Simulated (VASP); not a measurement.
A run of VASP 6.6.1 is set up as follows.

Contents of INCAR:

```
SYSTEM = ZrN
PREC = Accurate ; ENCUT = 600
EDIFF = 1E-8 ; ISMEAR = -1
SIGMA = 0.15 ; LREAL = .False.
LASPH = .True. ; NELM = 120
ALGO = Normal ; ISIF = 2
LWAVE = .False. ; LCHARG = .False.
GGA = PE ; IBRION = 8
NSW = 1 ; GGA_COMPAT = .False.
```

The input KPOINTS:

```
Automatic mesh
0
Gamma
  16 16 16
  0 0 0
```

Contents of POSCAR:

```
ZrN
1.0
    0.0000000000      2.2859714465      2.2859714465
    2.2859714465      0.0000000000      2.2859714465
    2.2859714465      2.2859714465      0.0000000000
Zr N
1 1
Direct
    0.0000000000      0.0000000000      0.0000000000
    0.5000000000      0.5000000000      0.5000000000
```

Potentials or basis: VASP PAW PBE potentials, release 64 (Zr_sv, N).

Run with:

```console
$ cat potpaw_PBE.64/Zr_sv/POTCAR potpaw_PBE.64/N/POTCAR > POTCAR
$ mpirun -np 1 vasp_std > vasp.out
```

(1) Predict the highest phonon frequency at Γ, LO-TO splitting left out.

## Answers

(1) 493 cm⁻¹.

Caveat: the cell wasn't relaxed at this level first, which shifts response properties.
